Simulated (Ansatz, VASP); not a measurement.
This is a calculation of MgS for VASP 6.6.1.

File POSCAR:

```
MgS
1.0
    0.0000000000      2.8704022176      2.8704022176
    2.8704022176      0.0000000000      2.8704022176
    2.8704022176      2.8704022176      0.0000000000
S Mg
1 1
Direct
    0.2500000000      0.2500000000      0.2500000000
    0.0000000000      0.0000000000      0.0000000000
```

INCAR.step1

```
PREC     = Accurate       # precision mode
ENCUT    = 520            # plane-wave cutoff, eV
EDIFF    = 1E-5           # SCF threshold, eV
ISMEAR   = -1             # smearing method
SIGMA    = 0.05           # smearing width, eV
LREAL    = False          # projectors in reciprocal space
LASPH    = True           # aspherical terms in the spheres
NELM     = 80             # most SCF steps
ALGO     = Normal         # electronic algorithm
ISIF     = 2              # what is computed and relaxed
LWAVE    = True           # write WAVECAR
NBANDS   = 11             # bands
GGA      = PE             # functional
```

Contents of INCAR.step2:

```
PREC     = Accurate       # precision mode
ENCUT    = 520            # plane-wave cutoff, eV
EDIFF    = 1E-7           # SCF threshold, eV
ISMEAR   = -1             # smearing method
SIGMA    = 0.05           # smearing width, eV
LREAL    = False          # projectors in reciprocal space
LASPH    = True           # aspherical terms in the spheres
NELM     = 80             # most SCF steps
ALGO     = Normal         # electronic algorithm
ISIF     = 2              # what is computed and relaxed
LWAVE    = False          # write WAVECAR
LCHARG   = True           # write CHGCAR
GGA      = PE             # functional
LHFCALC  = True           # exact exchange
HFSCREEN = 0.2079         # screening, 1/A
PRECFOCK = Normal       
LELF     = True           # ELF
LVHAR    = True         
NBANDS   = 11             # bands
ISTART   = 1
```

Contents of KPOINTS:

```
Automatic mesh
0
Gamma
  6 6 6
```

Potentials or basis: VASP PAW PBE potentials, release 64 (S, Mg).

Command:

```bash
$ cat potpaw_PBE.64/S/POTCAR potpaw_PBE.64/Mg/POTCAR > POTCAR
$ cp INCAR.step1 INCAR
$ mpirun -np 1 vasp_std > vasp.out
$ cp INCAR.step2 INCAR
$ mpirun -np 1 vasp_std > vasp.out
```

Problem. Set up the same calculation for Ansatz 0.2.0. Potentials there: Ansatz PAW.

Solution. As run (the cutoff follows the program's own potentials):

Contents of input:

```
crystal:
  lattice:
    - [0.0, 2.8704022176, 2.8704022176]
    - [2.8704022176, 0.0, 2.8704022176]
    - [2.8704022176, 2.8704022176, 0.0]
  atoms:
    - { symbol: S, position: [0.25, 0.25, 0.25] }
    - { symbol: Mg, position: [0.0, 0.0, 0.0] }
hamiltonian:
  xc: hse06
  pseudopotentials: { kind: paw }
kpoints:
  mp_grid: { grid: [6, 6, 6] }
scf:
  occupations: { method: fermi_dirac, width: 0.05 }
output:
  forces: true
  stress: true
  eigenvalues: true
```

Both were run:

|  | VASP | Ansatz | Ansatz less VASP |
| --- | --- | --- | --- |
| gap on the k mesh at the Fermi level (eV) | 4.29 | 4.31 | +0.018 |
| least direct gap on the mesh (eV) | 4.29 | 4.31 | +0.018 |
| pressure (GPa) | -2.4 | -2.2 | +0.17 |

With one functional, cell and mesh, what is left measures potentials, basis and numerics. VASP's potentials hold 8 valence electrons a cell and Ansatz's 16, so a difference there can come from the potentials and not from the codes.
